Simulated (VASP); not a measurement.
# V (Im-3m) in VASP: notebook

The runs below take V through single point, relaxation of cell and atoms, with LDA.

Program: VASP 6.6.1. These are calculated values, not measurements. Logs are shortened: lines on timing, memory, paths and dates and some standing lists are left out, and cuts for length are marked.

### 1 The cell of the first run

The structure is cubic, space group Im-3m (No. 229). Conventional cell: a = 2.927 Å, b = 2.927 Å, c = 2.927 Å, α = 90.00°, β = 90.00°, γ = 90.00°. Within 3.3 Å of V (site symmetry m-3m) lie 14 V at 2.54 to 2.93 Å.

### 2 Single point, LDA

INCAR

```
SYSTEM = V
PREC = Accurate
ENCUT = 520
EDIFF = 1E-6
ISMEAR = -1
SIGMA = 0.2
LREAL = .False.
LASPH = .True.
NELM = 80
ALGO = Normal
ISIF = 2
LWAVE = .False.
LCHARG = .False.
GGA = CA
NBANDS = 12
```

KPOINTS

```
regular mesh
0
Gamma
  15 15 15
  0 0 0
```

POSCAR

```
V
1.0
   -1.4636513664      1.4636513664      1.4636513664
    1.4636513664     -1.4636513664      1.4636513664
    1.4636513664      1.4636513664     -1.4636513664
V
1
Direct
    0.0000000000      0.0000000000      0.0000000000
```

Potentials or basis: VASP PAW LDA potentials, release 64 (V_sv).

Started as:

```
$ cat potpaw_LDA.64/V_sv/POTCAR > POTCAR
$ mpirun -np 1 vasp_std > vasp.out
```

OUTCAR:

```text
SYSTEM = V
   PREC = Accurate
   ENCUT = 520
   EDIFF = 1E-6
   ISMEAR = -1
   LREAL = .False.
   LASPH = .True.
   NELM = 80
   ISIF = 2
   GGA = CA

 ion  position               nearest neighbor table
   1  0.000  0.000  0.000-

  LATTYP: Found a body centered cubic cell.
 ALAT       =     2.9273027328

  Lattice vectors:

 A1 = (  -1.4636513664,   1.4636513664,   1.4636513664)
 A2 = (   1.4636513664,  -1.4636513664,   1.4636513664)
 A3 = (   1.4636513664,   1.4636513664,  -1.4636513664)

Analysis of symmetry for initial positions (statically):
=====================================================================
 Subroutine PRICEL returns:
 Original cell was already a primitive cell.

 Routine SETGRP: Setting up the symmetry group for a
 body centered cubic supercell.

 Subroutine GETGRP returns: Found 48 space group operations
 (whereof 48 operations were pure point group operations)
 out of a pool of 48 trial point group operations.

The static configuration has the point symmetry O_h .

Analysis of symmetry for dynamics (positions and initial velocities):
=====================================================================
 Subroutine PRICEL returns:
 Original cell was already a primitive cell.

 Routine SETGRP: Setting up the symmetry group for a
 body centered cubic supercell.

 Subroutine GETGRP returns: Found 48 space group operations
 (whereof 48 operations were pure point group operations)
 out of a pool of 48 trial point group operations.

The dynamic configuration has the point symmetry O_h .

 Subroutine INISYM returns: Found 48 space group operations
 (whereof 48 operations are pure point group operations),
 and found     1 'primitive' translations

----------------------------------------------------------------------------------------

                                     Primitive cell

  volume of cell :      12.5422

  direct lattice vectors                    reciprocal lattice vectors
    -1.463651366  1.463651366  1.463651366     0.000000000  0.341611405  0.341611405
     1.463651366 -1.463651366  1.463651366     0.341611405  0.000000000  0.341611405
     1.463651366  1.463651366 -1.463651366     0.341611405  0.341611405  0.000000000

  length of vectors
     2.535118531  2.535118531  2.535118531     0.483111482  0.483111482  0.483111482

  position of ions in fractional coordinates (direct lattice)
     0.000000000  0.000000000  0.000000000

  ion indices of the primitive-cell ions
   primitive index   ion index
                 1           1

----------------------------------------------------------------------------------------

 KPOINTS: regular mesh

Automatic generation of k-mesh.
 Grid dimensions read from file:
 generate k-points for:   15   15   15

 Generating k-lattice:

  Cartesian coordinates                     Fractional coordinates (reciprocal lattice)
     0.000000000  0.022774094  0.022774094     0.066666667  0.000000000  0.000000000
     0.022774094  0.000000000  0.022774094     0.000000000  0.066666667  0.000000000
     0.022774094  0.022774094  0.000000000     0.000000000  0.000000000  0.066666667

  Length of vectors
     0.032207432  0.032207432  0.032207432

  Shift w.r.t. Gamma in fractional coordinates (k-lattice)
     0.000000000  0.000000000  0.000000000

 Subroutine IBZKPT returns following result:
 ===========================================

 Found    120 irreducible k-points:

 Following reciprocal coordinates:
            Coordinates               Weight
  0.000000  0.000000  0.000000      1.000000
  0.066667  0.000000  0.000000     12.000000
  0.133333  0.000000  0.000000     12.000000
  0.200000  0.000000  0.000000     12.000000
  0.266667  0.000000  0.000000     12.000000
  0.333333  0.000000  0.000000     12.000000
[... 16 lines left out ...]
  0.333333  0.200000  0.000000     48.000000
  0.400000  0.200000  0.000000     24.000000
 [... further k-points ...]
   k-points           NKPTS =    120   k-points in BZ     NKDIM =    120   number of bands    NBANDS=     12
   number of dos      NEDOS =    301   number of ions     NIONS =      1
   total plane-waves  NPLWV =   8000
   dimension x,y,z NGX =    20 NGY =   20 NGZ =   20
   dimension x,y,z NGXF=    40 NGYF=   40 NGZF=   40
   ions per type =               1
   NGX,Y,Z   is equivalent  to a cutoff of  13.12, 13.12, 13.12 a.u.
   NGXF,Y,Z  is equivalent  to a cutoff of  26.23, 26.23, 26.23 a.u.
 SYSTEM =  V
   PREC   = accura    normal or accurate (medium, high low for compatibility)
   ISTART =      0    job   : 0-new  1-cont  2-samecut
   ICHARG =      2    charge: 1-file 2-atom 10-const
   ISPIN  =      1    spin polarized calculation?
   LNONCOLLINEAR =      F non collinear calculations
   LSORBIT =      F    spin-orbit coupling
   LASPH  =      T    aspherical Exc in radial PAW
   ENCUT  =  520.0 eV  38.22 Ry    6.18 a.u.   4.71  4.71  4.71*2*pi/ulx,y,z
   NELM   =     80;   NELMIN=  2; NELMDL= -5     # of ELM steps
   EDIFF  = 0.1E-05   stopping-criterion for ELM
   LREAL  =      F    real-space projection
   EDIFFG = 0.1E-04   stopping-criterion for IOM
   NSW    =      0    number of steps for IOM
   IBRION =     -1    ionic relax: 0-MD 1-quasi-New 2-CG
   NFREE  =      0    steps in history (QN), initial steepest desc. (CG)
   ISIF   =      2    stress and relaxation
   ISYM   =      2    0-nonsym 1-usesym 2-fastsym
   POTIM  = 0.5000    time-step for ionic-motion
   TEBEG  =    0.0;   TEEND  =   0.0 temperature during run
   PSTRESS=    0.0 pullay stress
   NELECT =      13.0000    total number of electrons
   NUPDOWN=      -1.0000    fix difference up-down
   EMIN   =  10.00;   EMAX   =-10.00  energy-range for DOS
   EFERMI =   0.00;   METHOD = LEGACY
   ISMEAR =    -1;   SIGMA  =   0.20  broadening in eV -4-tet -1-fermi 0-gaus
   EFERMI_NEDOS =   21; number of points for ismear=-14 and -15
   IALGO  =     38    algorithm
   IMIX   =      4    mixing-type and parameters
     AMIX     =   0.40;   BMIX     =  1.00
     AMIX_MAG =   1.60;   BMIX_MAG =  1.00
  volume/ion in A,a.u.               =      12.54        84.64
  Fermi-wavevector in a.u.,A,eV,Ry     =   1.656781  3.130861 37.346926  2.744922
  Thomas-Fermi vector in A             =   2.744646
   LORBIT       =      0    0 simple, 1 ext, 2 COOP (PROOUT), +10 PAW based schemes
   GGA     = CA    functional components
   LHFCALC =     F    Hartree Fock is set to
   AEXX    =    0.0000 exact exchange contribution
   IVDW    =     0    specifies the selected vdW correction
   LEPSILON=     F    determine dielectric tensor
   LRPA    =     F    only Hartree local field effects (RPA)
 non-spin polarized calculation
  energy-cutoff  :      520.00
  volume of cell :       12.54
 maximum number of plane-waves:       366
   NGX =  9   NGY =  9   NGZ =  9

 number of electron      13.0000011 magnetization

 Free energy of the ion-electron system (eV)
  ---------------------------------------------------
  ext. energy  EPLUGINS =         0.00000000
  ---------------------------------------------------
  free energy    TOTEN  =       -10.05020572 eV

  energy without entropy =       -9.86409901  energy(sigma->0) =       -9.95715237

 E-fermi :  10.4760     XC(G=0): -13.6220

 val. band max:       10.4504082445   @ k =   0.3333   0.1333   0.1333
 cond. band min:      10.4823286930   @ k =  -0.4000  -0.4000   0.2000
 fundamental gap:      0.0319204485
 Fermi energy:        10.4759876729

 k-point     1 :       0.0000    0.0000    0.0000
  band No.  band energies     occupation
      1     -52.4679      2.00000
      2     -26.0371      2.00000
      3     -26.0371      2.00000
      4     -26.0371      2.00000
      5       3.7527      2.00000
      6      10.8137      0.31188
      7      10.8137      0.31188
      8      10.8137      0.31188
      9      12.9963      0.00001
     10      12.9963      0.00001
     11      31.4997      0.00000
     12      31.4997      0.00000

 k-point     2 :       0.0667    0.0000    0.0000
  band No.  band energies     occupation
      1     -52.4562      2.00000
      2     -26.0899      2.00000
      3     -26.0530      2.00000
      4     -26.0377      2.00000
      5       3.9451      2.00000
      6      10.7285      0.44100
      7      10.7956      0.33651
      8      10.9559      0.16645
      9      12.8976      0.00001
     10      13.0017      0.00001
     11      31.2475      0.00000
     12      31.4907      0.00000

 k-point     3 :       0.1333    0.0000    0.0000
  band No.  band energies     occupation
      1     -52.4231      2.00000
      2     -26.2376      2.00000
      3     -26.0974      2.00000
      4     -26.0390      2.00000
      5       4.4954      2.00000
      6      10.4947      0.95324
      7      10.7050      0.48286
      8      11.3696      0.02268
      9      12.7001      0.00003
     10      13.0224      0.00001
     11      30.4241      0.00000
     12      31.2725      0.00000
[... 286 lines left out ...]
 k-point    23 :       0.3333    0.2000    0.0000
  band No.  band energies     occupation
      1     -52.1805      2.00000
      2     -27.0335      2.00000
      3     -26.5319      2.00000
      4     -26.1510      2.00000
      5       7.9427      1.99999
      6       9.2115      1.99642
      7      10.2820      1.45016
      8      12.8930      0.00001
      9      13.6173      0.00000
     10      16.8107      0.00000
     11      22.2389      0.00000
     12      24.8845      0.00000

 k-point    24 :       0.4000    0.2000    0.0000
  band No.  band energies     occupation
      1     -52.1706      2.00000
      2     -27.0525      2.00000
      3     -26.5631      2.00000
      4     -26.1534      2.00000
      5       7.9182      1.99999
      6       9.2073      1.99649
      7      10.4296      1.11547
      8      12.9604      0.00001
      9      13.6751      0.00000
     10      17.4287      0.00000
     11      21.3497      0.00000
     12      24.6677      0.00000

 [... further k-points ...]

------------------------ aborting loop because EDIFF is reached ----------------------------------------

  FORCE on cell =-STRESS in cart. coord.  units (eV):
  Direction    XX          YY          ZZ          XY          YZ          ZX
  --------------------------------------------------------------------------------------
  -------------------------------------------------------------------------------------
  Total        0.1184502      0.1184502      0.1184502     -0.0000000     -0.0000000      0.0000000
  in kB       15.1312080     15.1312080     15.1312080     -0.0000000     -0.0000000      0.0000000
  external PRESSURE =      15.1312080 kB  Pullay stress =       0.0000000 kB

 VOLUME and BASIS-vectors are now :
 -----------------------------------------------------------------------------
  energy-cutoff  :      520.00
  volume of cell :       12.54
      direct lattice vectors                 reciprocal lattice vectors
    -1.463651366  1.463651366  1.463651366     0.000000000  0.341611405  0.341611405
     1.463651366 -1.463651366  1.463651366     0.341611405  0.000000000  0.341611405
     1.463651366  1.463651366 -1.463651366     0.341611405  0.341611405  0.000000000

 POSITION                                       TOTAL-FORCE (eV/Angst)
 -----------------------------------------------------------------------------------
      0.00000      0.00000      0.00000        -0.000000     -0.000000      0.000000
 -----------------------------------------------------------------------------------
    total drift:                                0.000000     -0.000000      0.000000

  FREE ENERGIE OF THE ION-ELECTRON SYSTEM (eV)
  ---------------------------------------------------
  free  energy   TOTEN  =       -10.0502057207 eV

  energy  without entropy=       -9.8640990147  energy(sigma->0) =       -9.95715237
```

Run time: 21 s. Hardware: 1 thread of AMD EPYC 7R13, shared host; peak memory 0.1 GiB.

What came out:

- Free energy: -10.0502 eV
- Pressure: 1.5 GPa

### 3 Single point, LDA

INCAR

```
PREC = Accurate
ENCUT = 520
EDIFF = 1E-7
ISMEAR = -1
SIGMA = 0.3
LREAL = False
LASPH = True
NELM = 80
ALGO = Normal
ISIF = 2
LWAVE = False
LCHARG = False
NBANDS = 12
```

KPOINTS

```
Automatic mesh
0
Gamma
  15 15 15
```

POSCAR is that of step 2.

Potentials or basis: VASP PAW LDA potentials, release 64 (V_sv).

Started as:

```
$ cat potpaw_LDA.64/V_sv/POTCAR > POTCAR
$ mpirun -np 1 vasp_std > vasp.out
```

Run time: 30 s. Hardware: 1 thread of AMD EPYC 7R13, shared host; peak memory 0.1 GiB.

It converged, with:

- Free energy: -10.1609 eV
- Pressure: 3.0 GPa

Levels at points of the mesh, in eV from the Fermi level:
| k point | band 4 | band 5 | band 6 | band 7 | band 8 | band 9 | band 10 | band 11 |
| --- | --- | --- | --- | --- | --- | --- | --- | --- |
| (0.00, 0.00, 0.00) | -36.56 | -6.78 | 0.29 | 0.29 | 0.29 | 2.47 | 2.47 | 20.96 |

(Continued in part 2 of 2.)
